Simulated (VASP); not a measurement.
# RuBrF2 (P4mm) in VASP: relaxation of cell and atoms with PBE

Aim: the relaxation of cell and atoms of RuBrF2 with PBE.

Program: VASP 6.6.1. These are calculated values, not measurements. Logs are shortened: lines on timing, memory, paths and dates and some standing lists are left out, and cuts for length are marked.

## 1. The cell of the first run

Symmetry: P4mm, No. 99, tetragonal system. Conventional cell: a = 2.761 Å, b = 2.761 Å, c = 9.278 Å, α = 90.00°, β = 90.00°, γ = 90.00°. Ru (site symmetry 4mm) has 1 F at 1.85 Å and 1 Br at 2.46 Å within 2.5 Å. Br (site symmetry 4mm) has 1 F at 1.99 Å and 1 Ru at 2.46 Å within 2.6 Å. F (site symmetry 4mm) has 1 Ru at 1.85 Å within 2.5 Å. F (site symmetry 4mm) has 1 Br at 1.99 Å within 2.6 Å.

The cell was generated, and may not be a known phase.

## 2. Relaxation of cell and atoms, PBE, collinear spin, ferromagnetic start

Contents of INCAR:

```
SYSTEM = RuBrF2
PREC = Accurate
ENCUT = 600
EDIFF = 1E-7
ISMEAR = 0
SIGMA = 0.1
LREAL = .False.
LASPH = .True.
NELM = 200
ALGO = Normal
ISIF = 3
LWAVE = .False.
LCHARG = .False.
ISPIN = 2
MAGMOM = -0.23 0 0 0
LORBIT = 11
LMAXMIX = 4
GGA = PE
IBRION = 2
NSW = 100
EDIFFG = -0.01
GGA_COMPAT = .False.
NELMIN = 4
KPAR = 4
```

Contents of KPOINTS:

```
Automatic mesh
0
Gamma
  16 16 6
  0 0 0
```

Contents of POSCAR:

```
RuBrF2
1.0
    2.7605577352      0.0000000000      0.0000000000
    0.0000000000      2.7605577352      0.0000000000
    0.0000000000      0.0000000000      9.2781821015
Ru Br F
1 1 2
Direct
    0.0000000000      0.0000000000      0.1004721106
    0.0000000000      0.0000000000      0.8349712457
    0.0000000000      0.0000000000      0.3000938695
    0.0000000000      0.0000000000      0.6204085142
```

Potentials or basis: VASP PAW PBE potentials, release 64 (Ru_pv, Br, F).

Launch:

```sh
cat potpaw_PBE.64/Ru_pv/POTCAR potpaw_PBE.64/Br/POTCAR potpaw_PBE.64/F/POTCAR > POTCAR
mpirun -np 4 vasp_std > vasp.out
```

OUTCAR:

```text
SYSTEM = RuBrF2
   PREC = Accurate
   ENCUT = 600
   EDIFF = 1E-7
   ISMEAR = 0
   LREAL = .False.
   LASPH = .True.
   NELM = 200
   ISIF = 3
   ISPIN = 2
   LORBIT = 11
   GGA = PE
   IBRION = 2
   NSW = 100
   EDIFFG = -0.01
   NELMIN = 4

 ion  position               nearest neighbor table
   1  0.000  0.000  0.100-   3 1.85   2 2.46
   2  0.000  0.000  0.835-   4 1.99   1 2.46
   3  0.000  0.000  0.300-   1 1.85
   4  0.000  0.000  0.620-   2 1.99

  LATTYP: Found a simple tetragonal cell.
 ALAT       =     2.7605577352
 C/A-ratio  =     3.3609810015

  Lattice vectors:

 A1 = (   2.7605577352,   0.0000000000,   0.0000000000)
 A2 = (   0.0000000000,   2.7605577352,   0.0000000000)
 A3 = (   0.0000000000,   0.0000000000,   9.2781821015)

Analysis of symmetry for initial positions (statically):
=====================================================================
 Subroutine PRICEL returns:
 Original cell was already a primitive cell.

 Routine SETGRP: Setting up the symmetry group for a
 simple tetragonal supercell.

 Subroutine GETGRP returns: Found  8 space group operations
 (whereof  8 operations were pure point group operations)
 out of a pool of 16 trial point group operations.

The static configuration has the point symmetry C_4v.

Analysis of symmetry for dynamics (positions and initial velocities):
=====================================================================
 Subroutine PRICEL returns:
 Original cell was already a primitive cell.

 Routine SETGRP: Setting up the symmetry group for a
 simple tetragonal supercell.

 Subroutine GETGRP returns: Found  8 space group operations
 (whereof  8 operations were pure point group operations)
 out of a pool of 16 trial point group operations.

The dynamic configuration has the point symmetry C_4v.

Analysis of structural, dynamic, and magnetic symmetry:
=====================================================================
 Subroutine PRICEL returns:
 Original cell was already a primitive cell.

 Routine SETGRP: Setting up the symmetry group for a
 simple tetragonal supercell.

 Subroutine GETGRP returns: Found  8 space group operations
 (whereof  8 operations were pure point group operations)
 out of a pool of 16 trial point group operations.

The overall configuration has the point symmetry C_4v.

 Subroutine INISYM returns: Found  8 space group operations
 (whereof  8 operations are pure point group operations),
 and found     1 'primitive' translations

[... 117 lines left out ...]
     AMIX     =   0.40;   BMIX     =  1.00
     AMIX_MAG =   1.60;   BMIX_MAG =  1.00
  volume/ion in A,a.u.               =      17.68       119.29
  Fermi-wavevector in a.u.,A,eV,Ry     =   1.295027  2.447245 22.818245  1.677094
  Thomas-Fermi vector in A             =   2.426572
   LORBIT       =     11    0 simple, 1 ext, 2 COOP (PROOUT), +10 PAW based schemes
   GGA     = PE    functional components
   LHFCALC =     F    Hartree Fock is set to
   AEXX    =    0.0000 exact exchange contribution
   IVDW    =     0    specifies the selected vdW correction
   LEPSILON=     F    determine dielectric tensor
   LRPA    =     F    only Hartree local field effects (RPA)
 conjugate gradient relaxation of ions
 spin polarized calculation
 Gauss-broadening in eV      SIGMA  =   0.10
  energy-cutoff  :      600.00
  volume of cell :       70.71
 maximum number of plane-waves:      2393
 NGX is ok and might be reduce to    24
   NGX = 11   NGY = 11   NGZ = 37

--------------------------------------- Ionic step        1  -------------------------------------------

 number of electron      35.0000006 magnetization      -0.0212480

 Free energy of the ion-electron system (eV)
  ---------------------------------------------------
  ext. energy  EPLUGINS =         0.00000000
  ---------------------------------------------------
  free energy    TOTEN  =       -14.44554207 eV

  energy without entropy =      -14.42597623  energy(sigma->0) =      -14.43575915

------------------------ aborting loop because EDIFF is reached ----------------------------------------

  FORCE on cell =-STRESS in cart. coord.  units (eV):
  Direction    XX          YY          ZZ          XY          YZ          ZX
  --------------------------------------------------------------------------------------
  -------------------------------------------------------------------------------------
  Total       -0.2355853     -0.2355853      0.5691891      0.0000000      0.0000000      0.0000000
  in kB       -5.3382898     -5.3382898     12.8976495      0.0000000      0.0000000      0.0000000
  external PRESSURE =       0.7403567 kB  Pullay stress =       0.0000000 kB
[... 291 lines left out ...]
--------------------------------------- Ionic step        9  -------------------------------------------

 number of electron      35.0000000 magnetization      -0.0000365

 Free energy of the ion-electron system (eV)
  ---------------------------------------------------
  ext. energy  EPLUGINS =         0.00000000
  ---------------------------------------------------
  free energy    TOTEN  =       -14.44844428 eV

  energy without entropy =      -14.42936430  energy(sigma->0) =      -14.43890429

 E-fermi :   1.5668     XC(G=0):  -9.5508

 val. band max:        1.5665274478   @ k =   0.0625   0.0000   0.5000
 cond. band min:       1.5693847866   @ k =   0.0625   0.0000   0.3333
 fundamental gap:      0.0028573388
 Fermi energy:         1.5667709372

 spin component 1

 k-point     1 :       0.0000    0.0000    0.0000
  band No.  band energies     occupation
      1     -41.5624      1.00000
      2     -40.8835      1.00000
      3     -40.8835      1.00000
      4     -20.9368      1.00000
      5     -19.7806      1.00000
      6     -15.9092      1.00000
[... 565 lines left out ...]
     20       4.5509      0.00000
     21       5.1488      0.00000

 [... further k-points ...]

 spin component 2

 k-point     1 :       0.0000    0.0000    0.0000
  band No.  band energies     occupation
      1     -41.5625      1.00000
      2     -40.8835      1.00000
      3     -40.8835      1.00000
      4     -20.9368      1.00000
      5     -19.7806      1.00000
      6     -15.9092      1.00000
[... 598 lines left out ...]
  FREE ENERGIE OF THE ION-ELECTRON SYSTEM (eV)
  ---------------------------------------------------
  free  energy   TOTEN  =       -14.4484442811 eV

  energy  without entropy=      -14.4293643047  energy(sigma->0) =      -14.43890429

 reached required accuracy - stopping structural energy minimisation

 total charge

# of ion       s       p       d       tot
------------------------------------------
    1        0.343   6.194   5.870  12.406
    2        1.662   2.936   0.140   4.738
    3        1.750   4.234   0.000   5.984
    4        1.756   4.187   0.000   5.943
--------------------------------------------------
tot          5.511  17.551   6.009  29.071

 magnetization (x)

# of ion       s       p       d       tot
------------------------------------------
    1       -0.000  -0.000  -0.000  -0.000
    2        0.000   0.000   0.000   0.000
    3       -0.000  -0.000   0.000  -0.000
    4        0.000   0.000   0.000   0.000
--------------------------------------------------
tot         -0.000  -0.000  -0.000  -0.000
```

OSZICAR:

```text
N       E                     dE             d eps       ncg     rms          rms(c)
DAV:   1     0.329798251366E+03    0.32980E+03   -0.21330E+04 15328   0.176E+03
DAV:   2     0.194536374507E+01   -0.32785E+03   -0.31811E+03 17406   0.427E+02
DAV:   3    -0.183492324133E+02   -0.20295E+02   -0.19777E+02 17346   0.106E+02
[... 100 lines left out ...]
DAV:   3    -0.144484459854E+02    0.79620E-03   -0.45563E-03 18632   0.332E-01    0.435E-02
DAV:   4    -0.144484469021E+02   -0.91662E-06   -0.63768E-05 16050   0.562E-02    0.307E-02
DAV:   5    -0.144484449561E+02    0.19460E-05   -0.15262E-05 16760   0.348E-02    0.100E-02
DAV:   6    -0.144484441066E+02    0.84947E-06   -0.51711E-06 17080   0.168E-02    0.444E-03
DAV:   7    -0.144484442503E+02   -0.14372E-06   -0.42778E-07 16826   0.670E-03    0.344E-03
DAV:   8    -0.144484442811E+02   -0.30755E-07   -0.16451E-07  7880   0.436E-03
   9 F= -.14448444E+02 E0= -.14438904E+02  d E =-.309026E-04  mag=    -0.0000
```

It took 9.2 min on 4 MPI ranks of AMD EPYC 9R45 (Zen 5), shared host; peak memory 0.64 GiB.

What came out:

- Free energy: -14.4484 eV
- Relaxed volume: 17.53 Å³/atom
- Relaxed cell: a = 2.743 Å, b = 2.743 Å, c = 9.317 Å, α = 90.00°, β = 90.00°, γ = 90.00°
- Space group after relaxing (to 0.1 Å): P4mm (No. 99)
- Energy gained by relaxing: 0.7 meV/atom
- Ionic steps: 9
- Pressure after relaxing: 0.0 GPa
- Largest force after relaxing: 0.009 eV/Å
- Net moment: 0.00 μB per cell
- Valence electrons inside the program's atomic spheres: Ru 12.41; Br 4.74; F 5.98, 5.94

Forces on the atoms (eV/Å):
```
Ru   0.000  0.000  0.004
Br   0.000  0.000  0.000
F    0.000  0.000  0.005
F    0.000  0.000 -0.009
```

The path:
```csv
step,energy change (eV),largest force (eV/Å),pressure (GPa),volume (Å³)
1,0.0000,0.1832,0.07,70.71
2,0.0037,0.4912,-1.14,70.79
3,-0.0013,0.0987,-0.35,70.73
4,-0.0024,0.0584,-0.17,70.41
5,-0.0028,0.0520,0.01,70.10
6,-0.0029,0.0388,0.06,70.09
7,-0.0029,0.0381,0.05,70.09
8,-0.0029,0.0305,-0.10,70.14
9,-0.0029,0.0089,-0.02,70.11
```

Final structure:
```
Ru Br F
1.0
     2.74318    0.00000    0.00000
     0.00000    2.74318    0.00000
     0.00000    0.00000    9.31745
Ru Br F
1 1 2
Direct
  0.00000 0.00000 0.10103
  0.00000 0.00000 0.83417
  0.00000 0.00000 0.30047
  0.00000 0.00000 0.62028
```

Levels at points of the mesh, in eV from the Fermi level:
Spin up:
```csv
k point,band 13,band 14,band 15,band 16,band 17,band 18,band 19,band 20,band 21
"(0.00, 0.00, 0.00)",-1.26,-1.26,-0.99,0.00,0.00,0.94,1.19,1.19,4.40
"(0.50, 0.00, 0.00)",-2.56,-1.39,-0.96,-0.64,-0.19,0.39,2.00,2.80,2.94
"(0.50, 0.50, 0.00)",-3.71,-2.05,-2.05,-0.88,-0.88,0.50,2.16,3.65,4.46
"(0.00, 0.00, 0.50)",-1.25,-1.25,-1.23,-0.02,-0.02,0.94,1.20,1.20,4.71
"(0.50, 0.00, 0.50)",-2.61,-1.34,-0.95,-0.64,-0.39,0.39,2.00,2.79,3.04
"(0.50, 0.50, 0.50)",-3.71,-2.08,-2.08,-0.86,-0.86,0.33,2.16,3.75,4.46
```
Spin down:
```
           k point  band 15  band 16  band 17  band 18  band 19  band 20
(0.00, 0.00, 0.00)    -0.99     0.00     0.00     0.94     1.19     1.19
(0.50, 0.00, 0.00)    -0.96    -0.64    -0.19     0.39     2.00     2.80
(0.50, 0.50, 0.00)    -2.05    -0.88    -0.88     0.50     2.16     3.65
(0.00, 0.00, 0.50)    -1.23    -0.02    -0.02     0.94     1.20     1.20
(0.50, 0.00, 0.50)    -0.95    -0.64    -0.39     0.39     2.00     2.79
(0.50, 0.50, 0.50)    -2.08    -0.86    -0.86     0.33     2.16     3.75
```

Caveat: this functional lacks dispersion, which binds layers or chains, so the pressure and a relaxed spacing across them are unreliable.
